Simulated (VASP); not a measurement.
# Al3Ni5 (Cmmm) in VASP: notebook, part 2 of 2

VASP 6.6.1.

## 3. Single point, PBEsol

Input file INCAR:

```
PREC     = Accurate       # precision mode
ENCUT    = 520            # plane-wave cutoff, eV
EDIFF    = 1E-7           # SCF threshold, eV
ISMEAR   = 0              # smearing method
SIGMA    = 0.15           # smearing width, eV
LREAL    = F              # projectors in reciprocal space
LASPH    = T              # aspherical terms in the spheres
NELM     = 80             # most SCF steps
ALGO     = Fast           # electronic algorithm
ISIF     = 2              # what is computed and relaxed
LWAVE    = F              # write WAVECAR
LCHARG   = F              # write CHGCAR
GGA      = PS             # functional
NBANDS   = 40             # bands
```

Input file KPOINTS:

```
regular mesh
0
Gamma
  8 8 10
```

Input file POSCAR:

```
Al3Ni5
1.0
    3.2933322760     -3.4704213413      0.0000000000
    3.2933322760      3.4704213413      0.0000000000
    0.0000000000      0.0000000000      3.7203545651
Al Ni
3 5
Direct
    0.5000000000      0.5000000000      0.0000000000
    0.7796888787      0.2203111213      0.5000000000
    0.2203111213      0.7796888787      0.5000000000
    0.0000000000      0.0000000000      0.0000000000
    0.0000000000      0.5000000000      0.0000000000
    0.5000000000      0.0000000000      0.0000000000
    0.2762373066      0.2762373066      0.5000000000
    0.7237626934      0.7237626934      0.5000000000
```

Potentials or basis: VASP PAW PBE potentials, release 64 (Al, Ni).

Launch:

```console
$ cat potpaw_PBE.64/Al/POTCAR potpaw_PBE.64/Ni/POTCAR > POTCAR
$ mpirun -np 1 vasp_std > vasp.out
```

OUTCAR:

```text
PREC = Accurate
   ENCUT = 520
   EDIFF = 1E-7
   ISMEAR = 0
   LREAL = F
   LASPH = T
   NELM = 80
   ISIF = 2
   GGA = PS

 ion  position               nearest neighbor table
   1  0.500  0.500  0.000-   7 2.37   8 2.37   7 2.37   8 2.37   5 2.39   6 2.39   6 2.39   5 2.39
                             2 2.69   3 2.69   2 2.69   3 2.69
   2  0.780  0.220  0.500-   7 2.38   8 2.38   4 2.41   4 2.41   8 2.44   7 2.44   5 2.49   5 2.49
                             6 2.49   6 2.49   1 2.69   1 2.69   3 3.06   3 3.32   3 3.32
   3  0.220  0.780  0.500-   7 2.38   8 2.38   4 2.41   4 2.41   8 2.44   7 2.44   5 2.49   5 2.49
                             6 2.49   6 2.49   1 2.69   1 2.69   2 3.06   2 3.32   2 3.32
   4  0.000  0.000  0.000-   5 2.39   6 2.39   5 2.39   6 2.39   2 2.41   3 2.41   2 2.41   3 2.41
                             7 2.60   8 2.60   7 2.60   8 2.60
   5  0.000  0.500  0.000-   1 2.39   4 2.39   4 2.39   1 2.39   2 2.49   3 2.49   3 2.49   2 2.49
                             7 2.55   8 2.55   7 2.55   8 2.55
   6  0.500  0.000  0.000-   1 2.39   4 2.39   1 2.39   4 2.39   2 2.49   3 2.49   3 2.49   2 2.49
                             7 2.55   8 2.55   7 2.55   8 2.55
   7  0.276  0.276  0.500-   1 2.37   1 2.37   3 2.38   2 2.38   2 2.44   3 2.44   6 2.55   5 2.55
                             5 2.55   6 2.55   4 2.60   4 2.60   8 2.95
   8  0.724  0.724  0.500-   1 2.37   1 2.37   3 2.38   2 2.38   2 2.44   3 2.44   5 2.55   6 2.55
                             6 2.55   5 2.55   4 2.60   4 2.60   7 2.95

  LATTYP: Found a base centered orthorhombic cell.
 ALAT       =     6.5866645520
 B/A-ratio  =     1.0537720007
 C/A-ratio  =     0.5648313400

  Lattice vectors:

 A1 = (   3.2933322760,  -3.4704213413,   0.0000000000)
 A2 = (   3.2933322760,   3.4704213413,   0.0000000000)
 A3 = (   0.0000000000,   0.0000000000,   3.7203545651)

Analysis of symmetry for initial positions (statically):
=====================================================================
 Subroutine PRICEL returns:
 Original cell was already a primitive cell.

 Routine SETGRP: Setting up the symmetry group for a
 base centered orthorhombic supercell.

 Subroutine GETGRP returns: Found  8 space group operations
 (whereof  8 operations were pure point group operations)
 out of a pool of  8 trial point group operations.
[... 152 lines left out ...]
   GGA     = PS    functional components
   LHFCALC =     F    Hartree Fock is set to
   AEXX    =    0.0000 exact exchange contribution
   IVDW    =     0    specifies the selected vdW correction
   LEPSILON=     F    determine dielectric tensor
   LRPA    =     F    only Hartree local field effects (RPA)
 non-spin polarized calculation
 RMM-DIIS sequential band-by-band and
 Gauss-broadening in eV      SIGMA  =   0.15
  energy-cutoff  :      520.00
  volume of cell :       85.04
 maximum number of plane-waves:      2316
   NGX = 17   NGY = 17   NGZ = 13

 number of electron      58.9999893 magnetization

 Free energy of the ion-electron system (eV)
  ---------------------------------------------------
  ext. energy  EPLUGINS =         0.00000000
  ---------------------------------------------------
  free energy    TOTEN  =       -47.32121164 eV

  energy without entropy =      -47.28801666  energy(sigma->0) =      -47.30461415

 E-fermi :  10.9528     XC(G=0): -12.9500

 val. band max:       10.9503934771   @ k =   0.3750   0.0000   0.2000
 cond. band min:      10.9551097725   @ k =   0.5000   0.1250   0.3000
 fundamental gap:      0.0047162954
 Fermi energy:        10.9527522758

 k-point     1 :       0.0000    0.0000    0.0000
  band No.  band energies     occupation
      1      -0.4071      2.00000
      2       4.5853      2.00000
      3       4.6999      2.00000
      4       5.7153      2.00000
      5       6.1767      2.00000
      6       6.4812      2.00000
[... 1021 lines left out ...]
     39      18.1793      0.00000
     40      18.8672      0.00000

 [... further k-points ...]
[... 5 lines left out ...]
  --------------------------------------------------------------------------------------
  -------------------------------------------------------------------------------------
  Total        6.7838078      9.9782560      4.9250661      0.0000000      0.0000000      0.0000000
  in kB      127.8062321    187.9893044     92.7877325      0.0000000      0.0000000      0.0000000
  external PRESSURE =     136.1944230 kB  Pullay stress =       0.0000000 kB

 VOLUME and BASIS-vectors are now :
 -----------------------------------------------------------------------------
  energy-cutoff  :      520.00
  volume of cell :       85.04
      direct lattice vectors                 reciprocal lattice vectors
     3.293332276 -3.470421341  0.000000000     0.151821911 -0.144074725  0.000000000
     3.293332276  3.470421341  0.000000000     0.151821911  0.144074725  0.000000000
     0.000000000  0.000000000  3.720354565     0.000000000  0.000000000  0.268791585

 POSITION                                       TOTAL-FORCE (eV/Angst)
 -----------------------------------------------------------------------------------
      3.29333      0.00000      0.00000         0.000000      0.000000      0.000000
      3.29333     -1.94128      1.86018         0.000000     -0.090320     -0.000000
      3.29333      1.94128      1.86018         0.000000      0.090320      0.000000
      0.00000      0.00000      0.00000         0.000000      0.000000      0.000000
      1.64667      1.73521      0.00000         0.000000      0.000000      0.000000
      1.64667     -1.73521      0.00000         0.000000      0.000000      0.000000
      1.81948      0.00000      1.86018         0.103657      0.000000      0.000000
      4.76718      0.00000      1.86018        -0.103657      0.000000      0.000000
 -----------------------------------------------------------------------------------
    total drift:                                0.000000     -0.000000      0.000000

  FREE ENERGIE OF THE ION-ELECTRON SYSTEM (eV)
  ---------------------------------------------------
  free  energy   TOTEN  =       -47.3212116375 eV

  energy  without entropy=      -47.2880166583  energy(sigma->0) =      -47.30461415
```

OSZICAR:

```text
N       E                     dE             d eps       ncg     rms          rms(c)
DAV:   1     0.401122444203E+03    0.40112E+03   -0.24852E+04 10112   0.184E+03
DAV:   2    -0.233428377188E+02   -0.42447E+03   -0.40525E+03 10088   0.376E+02
DAV:   3    -0.551949261960E+02   -0.31852E+02   -0.30467E+02 11240   0.132E+02
[... 11 lines left out ...]
RMM:  15    -0.473212027306E+02    0.19924E-04   -0.23996E-04 12722   0.110E-01    0.151E-02
RMM:  16    -0.473212109064E+02   -0.81758E-05   -0.89614E-05 14223   0.454E-02    0.104E-02
RMM:  17    -0.473212113663E+02   -0.45985E-06   -0.67665E-06 12113   0.177E-02    0.478E-03
RMM:  18    -0.473212115979E+02   -0.23159E-06   -0.33953E-06 13524   0.101E-02    0.686E-03
RMM:  19    -0.473212116375E+02   -0.39680E-07   -0.59234E-07  9826   0.605E-03
   1 F= -.47321212E+02 E0= -.47304614E+02  d E =-.331950E-01
```

It took 3.4 min on 1 thread of Intel Xeon 6975P-C (Granite Rapids), shared host; peak memory 0.41 GiB.

Results:

```yaml
Free_energy: -47.3212 eV
Pressure: 13.6 GPa
Largest_force: 0.104 eV/Å
```

Forces in eV/Å, atoms in the order of the input:
```
Al   0.000  0.000  0.000
Al   0.000 -0.090  0.000
Al   0.000  0.090  0.000
Ni   0.000  0.000  0.000
Ni   0.000  0.000  0.000
Ni   0.000  0.000  0.000
Ni   0.104  0.000  0.000
Ni  -0.104  0.000  0.000
```

Caveat: the PAW data sets were made with another functional, which shifts forces and pressure a little. Spin polarisation is off, so any magnetic state and its effect on volume and gap are missing.
